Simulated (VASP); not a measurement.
**MgB2: relaxation of shape and atoms at fixed volume with r2SCAN+rVV10**

Crystal: MgB2.

```xyz
3
Lattice="3.0980 0.0000 0.0000 -1.5490 2.6829 0.0000 0.0000 0.0000 3.5004" Properties=species:S:1:pos:R:3 pbc="T T T"
Mg    0.0000    0.0000    0.0000
B     0.0000    1.7886    1.7502
B     1.5490    0.8943    1.7502
```

```
Program                : VASP 6.6.1
Task                   : relaxation of shape and atoms at fixed volume
Functional             : r2SCAN
Dispersion             : rVV10
Potentials or basis    : VASP PAW PBE potentials, release 64 (Mg, B)
Cutoff                 : 600 eV
k mesh                 : 8 × 8 × 6
Occupations            : gaussian, width 0.05 eV
Spin                   : no spin polarisation
Dipole correction      : no
Further INCAR settings : ALGO = Normal; EDIFF = 1e-07; IBRION = 2; EDIFFG = -0.01; NSW = 60; ISIF = 4
```

```yaml
Energy_gained_by_relaxing: 0.1 meV/atom
Ionic_steps: 2
Pressure_after_relaxing: -3.4 GPa
Band_gap_on_the_k_mesh: zero (bands 4 and 5 overlap by 2.72 eV)
```

Stress tensor (GPa, compression positive):
```
-3.48  0.00  0.00
 0.00 -3.48  0.00
 0.00  0.00 -3.37
```

The path:
```tsv
step	energy change (eV)	largest force (eV/Å)	pressure (GPa)	volume (Å³)
1	0.0000	0.0000	-3.56	29.09
2	-0.0002	0.0000	-3.44	29.09
```

Final structure:
```cif
data_structure
_symmetry_space_group_name_H-M 'P 1'
_symmetry_Int_Tables_number 1
_cell_length_a 3.0952
_cell_length_b 3.0952
_cell_length_c 3.5068
_cell_angle_alpha 90.000
_cell_angle_beta 90.000
_cell_angle_gamma 120.000
_cell_volume 29.09
loop_
_atom_site_label
_atom_site_type_symbol
_atom_site_fract_x
_atom_site_fract_y
_atom_site_fract_z
_atom_site_occupancy
Mg1 Mg 0.00000 0.00000 0.00000 1
B1 B 0.33333 0.66667 0.50000 1
B2 B 0.66667 0.33333 0.50000 1
```

Levels at points of the mesh, in eV from the Fermi level:
```csv
k point,band 2,band 3,band 4,band 5,band 6,band 7
"(0.00, 0.00, 0.00)",-3.08,0.30,0.30,2.00,6.48,6.48
"(0.50, 0.00, 0.00)",-8.33,-2.39,0.22,3.29,3.99,5.78
"(0.00, 0.00, 0.50)",-7.78,0.72,0.72,6.81,6.81,8.42
"(0.50, 0.00, 0.50)",-7.39,-3.82,-2.07,-1.31,5.90,9.36
```

It took 80 s on 1 thread of Intel(R) Xeon(R) 6975P-C (Granite Rapids), on a shared host, peak memory 0.27 GiB.

Caveat: the PAW data sets were made with another functional, which shifts forces and pressure a little.
